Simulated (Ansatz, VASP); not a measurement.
# MgO: VASP beside Ansatz

```
Mg O
1.0
     2.62335    0.00000    0.00000
     0.00000    2.62335    0.00000
     0.00000    0.00000    2.62335
Mg O
1 1
Direct
  0.00000 0.00000 0.00000
  0.50000 0.50000 0.50000
```

Alike in both runs: task single point; functional PBE0; k mesh 6 × 6 × 6; no spin polarisation.

|  | VASP | Ansatz |
| --- | --- | --- |
| version | VASP 6.6.1 | Ansatz 0.2.0 |
| potentials or method | VASP PAW PBE potentials, release 64 (Mg, O) | plane waves, PAW |
| plane-wave cutoff (eV) | 520 | 420 |
| occupations | gaussian, width 0.01 eV | fixed |
| valence electrons in the cell | 8 | 16 |

|  | VASP | Ansatz | Ansatz less VASP |
| --- | --- | --- | --- |
| gap on the k mesh at the Fermi level (eV) | 4.90 | 4.94 | +0.040 |
| pressure (GPa) | -1.1 | -0.6 | +0.49 |

VASP's potentials hold 8 valence electrons a cell and Ansatz's 16, so a difference there can come from the potentials and not from the codes. Ansatz's warnings: stress exchange threshold loose, stress scf threshold loose.
